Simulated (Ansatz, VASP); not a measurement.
**Au: VASP beside Ansatz**

The input INCAR:

```
SYSTEM = Au
ALGO = Fast
EDIFF = 1E-7
ENCUT = 520
GGA = PS
ISIF = 2
ISMEAR = 0
LASPH = .True.
LCHARG = .False.
LREAL = .False.
LWAVE = .False.
NBANDS = 12
NELM = 60
PREC = Accurate
SIGMA = 0.15
```

The input KPOINTS:

```
k-points
0
Gamma
  22 22 22
  0 0 0
```

POSCAR

```
Au
1.0
   -0.4432888147      1.8495843649      1.8495843649
    1.8495843649     -0.4432888147      1.8495843649
    1.8495843649      1.8495843649     -0.4432888147
Au
1
Direct
    0.0000000000      0.0000000000      0.0000000000
```

Input for Ansatz:

```yaml
crystal:
  lattice:
    - [-0.4432888147, 1.8495843649, 1.8495843649]
    - [1.8495843649, -0.4432888147, 1.8495843649]
    - [1.8495843649, 1.8495843649, -0.4432888147]
  atoms:
    - { symbol: Au, position: [0.0, 0.0, 0.0] }
basis:
  ecutwfc: 420
kpoints:
  mp_grid: { grid: [22, 22, 22] }
hamiltonian:
  xc: pbesol
scf:
  occupations: { method: gaussian, width: 0.15 }
output:
  forces: true
  stress: true
  eigenvalues: true
```

Alike in both runs: task single point; functional PBEsol; k mesh 22 × 22 × 22; occupations gaussian, width 0.15 eV; no spin polarisation.

|  | VASP | Ansatz |
| --- | --- | --- |
| version | VASP 6.6.1 | Ansatz 0.2.0 |
| potentials or method | VASP PAW PBE potentials, release 64 (Au), cutoff 520 eV | scalar-relativistic, plane waves, PAW |
| valence electrons in the cell | 11 | 19 |

```tsv
	VASP	Ansatz	Ansatz less VASP
gap on the k mesh at the Fermi level (eV)	none	none	-
pressure (GPa)	12.4	12.7	+0.31
traceless stress, the component that is largest in VASP (GPa)	4.71	4.75	+0.041
```

VASP's potentials were made for PBE, not for PBEsol. A gap of «none» marks a metal or a gap that the smearing closes. VASP's potentials hold 11 valence electrons a cell and Ansatz's 19, so a difference there can come from the potentials and not from the codes.

Neither program's run includes spin-orbit coupling.
